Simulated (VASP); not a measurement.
# MnO2 (P4_2/mnm) in VASP: single point with r2SCAN

Aim: the single point of MnO2 with r2SCAN.

All numbers are computed with VASP 6.6.1; they aren't measurements. Logs are shortened: lines on timing, memory, paths and dates and some standing lists are left out, and cuts for length are marked.

## 1. The cell of the first run

Symmetry: P4_2/mnm, No. 136, tetragonal system. The conventional cell has a = 4.398 Å, b = 4.398 Å, c = 2.863 Å, α = 90.00°, β = 90.00°, γ = 90.00°. Mn (site symmetry mmm) has 6 O at 1.88 to 1.90 Å within 2.5 Å. Within 2.5 Å of O (site symmetry m2m) lie 3 Mn at 1.88 to 1.90 Å and 1 O at 2.42 Å.

## 2. Single point, r2SCAN

The input, POSCAR:

```
MnO2
1.0
    4.3980611803      0.0000000000      0.0000000000
    0.0000000000      4.3980611803      0.0000000000
    0.0000000000      0.0000000000      2.8631967345
Mn O
2 4
Direct
    0.0000000000      0.0000000000      0.0000000000
    0.5000000000      0.5000000000      0.5000000000
    0.3051194330      0.3051194330      0.0000000000
    0.1948805670      0.8051194330      0.5000000000
    0.6948805670      0.6948805670      0.0000000000
    0.8051194330      0.1948805670      0.5000000000
```

The input, INCAR.step1:

```
ALGO = Normal
EDIFF = 1E-5
ENCUT = 770
GGA = PE
GGA_COMPAT = F
ISMEAR = 0
LASPH = T
LCHARG = F
LREAL = F
LWAVE = T
NBANDS = 36
NELM = 120
PREC = Accurate
SIGMA = 0.05
```

The input, INCAR.step2:

```
ALGO = Normal
EDIFF = 1E-6
ENCUT = 770
GGA_COMPAT = F
ISIF = 2
ISMEAR = 0
ISTART = 1
LASPH = T
LCHARG = F
LMIXTAU = T
LREAL = F
LWAVE = F
METAGGA = R2SCAN
NBANDS = 36
NELM = 120
PREC = Accurate
SIGMA = 0.05
```

The input, KPOINTS:

```
k-points
0
Gamma
  6 6 10
```

Potentials or basis: VASP PAW PBE potentials, release 64 (Mn_sv, O).

Run with:

```console
> cat potpaw_PBE.64/Mn_sv/POTCAR potpaw_PBE.64/O/POTCAR > POTCAR
> cp INCAR.step1 INCAR
> mpirun -np 1 vasp_std > vasp.out
> cp INCAR.step2 INCAR
> mpirun -np 1 vasp_std > vasp.out
```

OUTCAR:

```text
EDIFF = 1E-6
   ENCUT = 770
   ISIF = 2
   ISMEAR = 0
   ISTART = 1
   LASPH = T
   LREAL = F
   METAGGA = R2SCAN
   NELM = 120
   PREC = Accurate

 ion  position               nearest neighbor table
   1  0.000  0.000  0.000-   4 1.88   6 1.88   4 1.88   6 1.88   5 1.90   3 1.90
   2  0.500  0.500  0.500-   3 1.88   5 1.88   3 1.88   5 1.88   4 1.90   6 1.90
   3  0.305  0.305  0.000-   2 1.88   2 1.88   1 1.90
   4  0.195  0.805  0.500-   1 1.88   1 1.88   2 1.90
   5  0.695  0.695  0.000-   2 1.88   2 1.88   1 1.90
   6  0.805  0.195  0.500-   1 1.88   1 1.88   2 1.90

  LATTYP: Found a simple tetragonal cell.
 ALAT       =     4.3980611803
 C/A-ratio  =     0.6510133937

  Lattice vectors:

 A1 = (   4.3980611803,   0.0000000000,   0.0000000000)
 A2 = (   0.0000000000,   4.3980611803,   0.0000000000)
 A3 = (   0.0000000000,   0.0000000000,   2.8631967345)

Analysis of symmetry for initial positions (statically):
=====================================================================
 Subroutine PRICEL returns:
 Original cell was already a primitive cell.

 Routine SETGRP: Setting up the symmetry group for a
 simple tetragonal supercell.

 Subroutine GETGRP returns: Found 16 space group operations
 (whereof  8 operations were pure point group operations)
 out of a pool of 16 trial point group operations.

The static configuration has the point symmetry D_2h.
 The point group associated with its full space group is D_4h.

Analysis of symmetry for dynamics (positions and initial velocities):
=====================================================================
 Subroutine PRICEL returns:
 Original cell was already a primitive cell.

 Routine SETGRP: Setting up the symmetry group for a
 simple tetragonal supercell.

 Subroutine GETGRP returns: Found 16 space group operations
 (whereof  8 operations were pure point group operations)
 out of a pool of 16 trial point group operations.

The dynamic configuration has the point symmetry D_2h.
 The point group associated with its full space group is D_4h.

 Subroutine INISYM returns: Found 16 space group operations
 (whereof  8 operations are pure point group operations),
 and found     1 'primitive' translations

----------------------------------------------------------------------------------------

                                     Primitive cell

  volume of cell :      55.3826

  direct lattice vectors                    reciprocal lattice vectors
     4.398061180  0.000000000  0.000000000     0.227372917  0.000000000  0.000000000
     0.000000000  4.398061180  0.000000000     0.000000000  0.227372917  0.000000000
     0.000000000  0.000000000  2.863196734     0.000000000  0.000000000  0.349259968

  length of vectors
     4.398061180  4.398061180  2.863196734     0.227372917  0.227372917  0.349259968

  position of ions in fractional coordinates (direct lattice)
     0.000000000  0.000000000  0.000000000
     0.500000000  0.500000000  0.500000000
     0.305119433  0.305119433  0.000000000
     0.194880567  0.805119433  0.500000000
     0.694880567  0.694880567  0.000000000
     0.805119433  0.194880567  0.500000000

  ion indices of the primitive-cell ions
   primitive index   ion index
                 1           1
                 2           2
                 3           3
                 4           4
                 5           5
                 6           6

----------------------------------------------------------------------------------------

 KPOINTS: k-points

Automatic generation of k-mesh.
 Grid dimensions read from file:
 generate k-points for:    6    6   10

 Generating k-lattice:

  Cartesian coordinates                     Fractional coordinates (reciprocal lattice)
     0.037895486  0.000000000  0.000000000     0.166666667  0.000000000  0.000000000
     0.000000000  0.037895486  0.000000000     0.000000000  0.166666667  0.000000000
     0.000000000  0.000000000  0.034925997     0.000000000  0.000000000  0.100000000

  Length of vectors
     0.037895486  0.037895486  0.034925997

  Shift w.r.t. Gamma in fractional coordinates (k-lattice)
     0.000000000  0.000000000  0.000000000

 Subroutine IBZKPT returns following result:
 ===========================================

 Found     60 irreducible k-points:

 Following reciprocal coordinates:
            Coordinates               Weight
  0.000000  0.000000  0.000000      1.000000
  0.166667  0.000000  0.000000      4.000000
  0.333333  0.000000  0.000000      4.000000
  0.500000  0.000000  0.000000      2.000000
  0.166667  0.166667  0.000000      4.000000
  0.333333  0.166667  0.000000      8.000000
[... 16 lines left out ...]
  0.333333  0.000000  0.200000      8.000000
  0.500000  0.000000  0.200000      4.000000
 [... further k-points ...]
   k-points           NKPTS =     60   k-points in BZ     NKDIM =     60   number of bands    NBANDS=     36
   number of dos      NEDOS =    301   number of ions     NIONS =      6
   total plane-waves  NPLWV =  44800
   dimension x,y,z NGX =    40 NGY =   40 NGZ =   28
   dimension x,y,z NGXF=    80 NGYF=   80 NGZF=   56
   ions per type =               2   4
   NGX,Y,Z   is equivalent  to a cutoff of  15.12, 15.12, 16.26 a.u.
   NGXF,Y,Z  is equivalent  to a cutoff of  30.24, 30.24, 32.52 a.u.
 SYSTEM =  unknown system
   PREC   = accura    normal or accurate (medium, high low for compatibility)
   ISTART =      1    job   : 0-new  1-cont  2-samecut
   ICHARG =      0    charge: 1-file 2-atom 10-const
   ISPIN  =      1    spin polarized calculation?
   LNONCOLLINEAR =      F non collinear calculations
   LSORBIT =      F    spin-orbit coupling
   LASPH  =      T    aspherical Exc in radial PAW
   ENCUT  =  770.0 eV  56.59 Ry    7.52 a.u.   9.95  9.95  6.48*2*pi/ulx,y,z
   NELM   =    120;   NELMIN=  2; NELMDL=  0     # of ELM steps
   EDIFF  = 0.1E-05   stopping-criterion for ELM
   LREAL  =      F    real-space projection
   EDIFFG = 0.1E-04   stopping-criterion for IOM
   NSW    =      0    number of steps for IOM
   IBRION =     -1    ionic relax: 0-MD 1-quasi-New 2-CG
   NFREE  =      0    steps in history (QN), initial steepest desc. (CG)
   ISIF   =      2    stress and relaxation
   ISYM   =      2    0-nonsym 1-usesym 2-fastsym
   POTIM  = 0.5000    time-step for ionic-motion
   TEBEG  =    0.0;   TEEND  =   0.0 temperature during run
   PSTRESS=    0.0 pullay stress
   NELECT =      54.0000    total number of electrons
   NUPDOWN=      -1.0000    fix difference up-down
   EMIN   =  10.00;   EMAX   =-10.00  energy-range for DOS
   EFERMI =   0.00;   METHOD = LEGACY
   ISMEAR =     0;   SIGMA  =   0.05  broadening in eV -4-tet -1-fermi 0-gaus
   EFERMI_NEDOS =   21; number of points for ismear=-14 and -15
   IALGO  =     38    algorithm
   IMIX   =      4    mixing-type and parameters
     AMIX     =   0.40;   BMIX     =  1.00
     AMIX_MAG =   1.60;   BMIX_MAG =  1.00
  volume/ion in A,a.u.               =       9.23        62.29
  Fermi-wavevector in a.u.,A,eV,Ry     =   1.623360  3.067706 35.855402  2.635298
  Thomas-Fermi vector in A             =   2.716823
   LORBIT       =      0    0 simple, 1 ext, 2 COOP (PROOUT), +10 PAW based schemes
   METAGGA = R2SCAN    functional components
   LHFCALC =     F    Hartree Fock is set to
   AEXX    =    0.0000 exact exchange contribution
   IVDW    =     0    specifies the selected vdW correction
   LEPSILON=     F    determine dielectric tensor
   LRPA    =     F    only Hartree local field effects (RPA)
 non-spin polarized calculation
 Gauss-broadening in eV      SIGMA  =   0.05
  energy-cutoff  :      770.00
  volume of cell :       55.38
 maximum number of plane-waves:      2714
 NGX is ok and might be reduce to    40
   NGX = 19   NGY = 19   NGZ = 13

 number of electron      54.0000015 magnetization

 Free energy of the ion-electron system (eV)
  ---------------------------------------------------
  ext. energy  EPLUGINS =         0.00000000
  ---------------------------------------------------
  free energy    TOTEN  =       -62.64220462 eV

  energy without entropy =      -62.62939058  energy(sigma->0) =      -62.63579760

 E-fermi :   6.4350     XC(G=0): -12.9011

 val. band max:        6.4253814616   @ k =   0.3333   0.1667   0.0000
 cond. band min:       6.4364832589   @ k =   0.5000   0.1667   0.1000
 fundamental gap:      0.0111017973
 Fermi energy:         6.4350418612

 k-point     1 :       0.0000    0.0000    0.0000
  band No.  band energies     occupation
      1     -76.5971      2.00000
      2     -76.5939      2.00000
      3     -44.2203      2.00000
      4     -44.2203      2.00000
      5     -43.9830      2.00000
      6     -43.9830      2.00000
[... 28 lines left out ...]
     35      14.9382      0.00000
     36      18.5122      0.00000

 k-point     2 :       0.1667    0.0000    0.0000
  band No.  band energies     occupation
      1     -76.5969      2.00000
      2     -76.5941      2.00000
      3     -44.2201      2.00000
      4     -44.2200      2.00000
      5     -43.9833      2.00000
      6     -43.9833      2.00000
[... 28 lines left out ...]
     35      15.3194      0.00000
     36      18.5161      0.00000

 k-point     3 :       0.3333    0.0000    0.0000
  band No.  band energies     occupation
      1     -76.5963      2.00000
      2     -76.5947      2.00000
      3     -44.2196      2.00000
      4     -44.2196      2.00000
      5     -43.9840      2.00000
      6     -43.9840      2.00000
[... 28 lines left out ...]
     35      16.2610      0.00000
     36      18.1991      0.00000
[... 742 lines left out ...]
 k-point    23 :       0.3333    0.0000    0.2000
  band No.  band energies     occupation
      1     -76.5929      2.00000
      2     -76.5915      2.00000
      3     -44.2166      2.00000
      4     -44.2166      2.00000
      5     -43.9767      2.00000
      6     -43.9766      2.00000
[... 28 lines left out ...]
     35      17.2374      0.00000
     36      19.2282      0.00000

 k-point    24 :       0.5000    0.0000    0.2000
  band No.  band energies     occupation
      1     -76.5922      2.00000
      2     -76.5922      2.00000
      3     -44.2165      2.00000
      4     -44.2165      2.00000
      5     -43.9769      2.00000
      6     -43.9769      2.00000
[... 28 lines left out ...]
     35      18.2624      0.00000
     36      18.2624      0.00000

 [... further k-points ...]

------------------------ aborting loop because EDIFF is reached ----------------------------------------

  FORCE on cell =-STRESS in cart. coord.  units (eV):
  Direction    XX          YY          ZZ          XY          YZ          ZX
  --------------------------------------------------------------------------------------
  -------------------------------------------------------------------------------------
  Total       -4.1171954     -4.1171954     -5.5502468      0.0000000      0.0000000      0.0000000
  in kB     -119.1072891   -119.1072891   -160.5643611      0.0000000      0.0000000      0.0000000
  external PRESSURE =    -132.9263131 kB  Pullay stress =       0.0000000 kB

 VOLUME and BASIS-vectors are now :
 -----------------------------------------------------------------------------
  energy-cutoff  :      770.00
  volume of cell :       55.38
      direct lattice vectors                 reciprocal lattice vectors
     4.398061180  0.000000000  0.000000000     0.227372917  0.000000000  0.000000000
     0.000000000  4.398061180  0.000000000     0.000000000  0.227372917  0.000000000
     0.000000000  0.000000000  2.863196734     0.000000000  0.000000000  0.349259968

 POSITION                                       TOTAL-FORCE (eV/Angst)
 -----------------------------------------------------------------------------------
      0.00000      0.00000      0.00000        -0.000000      0.000000      0.000000
      2.19903      2.19903      1.43160        -0.000000      0.000000      0.000000
      1.34193      1.34193      0.00000        -0.201646     -0.201646      0.000000
      0.85710      3.54096      1.43160         0.201646     -0.201646      0.000000
      3.05613      3.05613      0.00000         0.201646      0.201646     -0.000000
      3.54096      0.85710      1.43160        -0.201646      0.201646     -0.000000
 -----------------------------------------------------------------------------------
    total drift:                                0.000000      0.000000     -0.000000

  FREE ENERGIE OF THE ION-ELECTRON SYSTEM (eV)
  ---------------------------------------------------
  free  energy   TOTEN  =       -62.6422046226 eV

  energy  without entropy=      -62.6293905754  energy(sigma->0) =      -62.63579760
```

It took 9.9 min on 1 thread of Intel Xeon Platinum 8259CL at 2.50GHz (Skylake/Cascade Lake), shared host; peak memory 0.32 GiB.

What came out:

```
Free energy            : -62.6422 eV
Pressure               : -13.3 GPa
Largest force          : 0.285 eV/Å
Band gap on the k mesh : zero (bands 27 and 28 overlap by 0.92 eV)
```

Forces in eV/Å, atoms in the order of the input:
```
Mn   0.000  0.000  0.000
Mn   0.000  0.000  0.000
O   -0.202 -0.202  0.000
O    0.202 -0.202  0.000
O    0.202  0.202  0.000
O   -0.202  0.202  0.000
```

Stress tensor (GPa, compression positive):
```
-11.91   0.00   0.00
  0.00 -11.91   0.00
  0.00   0.00 -16.06
```

Caveat: the cell stands under tension; the PAW data sets were made with another functional, which shifts forces and pressure a little; the run has no spin polarisation, though such a crystal can be magnetic; semilocal functionals often make such compounds metallic where correlation or magnetic order opens a gap, which also shifts bond lengths. With open d or f shells a metallic result of r2SCAN can be an artefact of self-interaction; +U or a hybrid may open a gap.
